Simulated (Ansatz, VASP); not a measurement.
One calculation of Pt, two programs

File INCAR:

```
PREC = Accurate ; ENCUT = 520
EDIFF = 1E-7 ; ISMEAR = -1
SIGMA = 0.1 ; LREAL = F
LASPH = T ; NELM = 100
ALGO = Normal ; ISIF = 2
LWAVE = F ; LCHARG = F
GGA = PS ; NBANDS = 17
```

The input KPOINTS:

```
regular mesh
0
Gamma
  11 11 11
```

File POSCAR:

```
Pt
1.0
    0.0000000000      2.7277716142      2.7277716142
    2.7277716142      0.0000000000      2.7277716142
    2.7277716142      2.7277716142      0.0000000000
Pt
2
Direct
    0.1250000000      0.1250000000      0.1250000000
    0.8750000000      0.8750000000      0.8750000000
```

Input for Ansatz:

```yaml
crystal:
  lattice:
    - [0.0, 2.7277716142, 2.7277716142]
    - [2.7277716142, 0.0, 2.7277716142]
    - [2.7277716142, 2.7277716142, 0.0]
  atoms:
    - { symbol: Pt, position: [0.125, 0.125, 0.125] }
    - { symbol: Pt, position: [0.875, 0.875, 0.875] }
hamiltonian:
  xc: pbesol
  pseudopotentials:
    kind: paw
    azcp:
      Pt: "pseudopotentials/Pt.paw.azcp"
basis:
  ecutwfc: 420
  fft_grid_basis: typed
kpoints:
  mp_grid: { grid: [11, 11, 11], shift: [0, 0, 0] }
magnetization:
  spin_polarized: false
scf:
  occupations: { method: fermi_dirac, width: 0.1 }
  lower_state_search: "off"
output:
  stress: true
  write_density: true
  write_potential: true
  elf: true
  volumetric_format: npy
```

Alike in both runs: task single point; functional PBEsol; k mesh 11 × 11 × 11; occupations fermi-dirac, width 0.1 eV; no spin polarisation.

|  | VASP | Ansatz |
| --- | --- | --- |
| version | VASP 6.6.1 | Ansatz 0.2.0 |
| potentials or method | VASP PAW PBE potentials, release 64 (Pt), cutoff 520 eV | plane waves (420 eV) with PAW, scalar-relativistic |
| valence electrons in the cell | 20 | 36 |

```csv
,VASP,Ansatz,Ansatz less VASP
pressure (GPa),23.1,24.1,+0.97
```

VASP's potentials were made for PBE, not for PBEsol, and Ansatz warns of the same on its side. The functional is the same, so the differences come from potentials, cutoffs and numerics. VASP's potentials hold 20 valence electrons a cell and Ansatz's 36, so a difference there can come from the potentials and not from the codes.

Spin-orbit coupling is off throughout.
